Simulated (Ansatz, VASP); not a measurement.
CoW3: VASP beside Ansatz

```
Co W
1.0
     3.85824    0.00000    0.00000
     0.00000    3.74250    0.00000
     0.00000    0.00000    3.85824
Co W
1 3
Direct
  0.00000 0.00000 0.00000
  0.00000 0.50000 0.50000
  0.50000 0.00000 0.50000
  0.50000 0.50000 0.00000
```

Change from the starting cell: strain -0.0300 x Voigt [0, 1, 0, 0, 0, 0], atoms carried along.

Alike in both runs: task single point; functional PBEsol; k mesh 12 × 12 × 12; occupations gaussian, width 0.15 eV; no spin polarisation.

|  | VASP | Ansatz |
| --- | --- | --- |
| version | VASP 6.6.1 | Ansatz 0.2.0 |
| potentials or method | VASP PAW PBE potentials, release 64 (Co, W_sv), cutoff 520 eV | scalar-relativistic, plane waves, PAW |
| valence electrons in the cell | 51 | 59 |

```csv
,VASP,Ansatz,Ansatz less VASP
gap on the k mesh at the Fermi level (eV),none,none,-
pressure (GPa),10.5,9.8,-0.70
"traceless stress, the component that is largest in VASP (GPa)",0.62,0.67,+0.056
```

VASP's potentials were made for PBE, not for PBEsol. A gap of «none» marks a metal or a gap that the smearing closes. VASP's potentials hold 51 valence electrons a cell and Ansatz's 59, so a difference there can come from the potentials and not from the codes.

Neither program's run includes spin-orbit coupling.
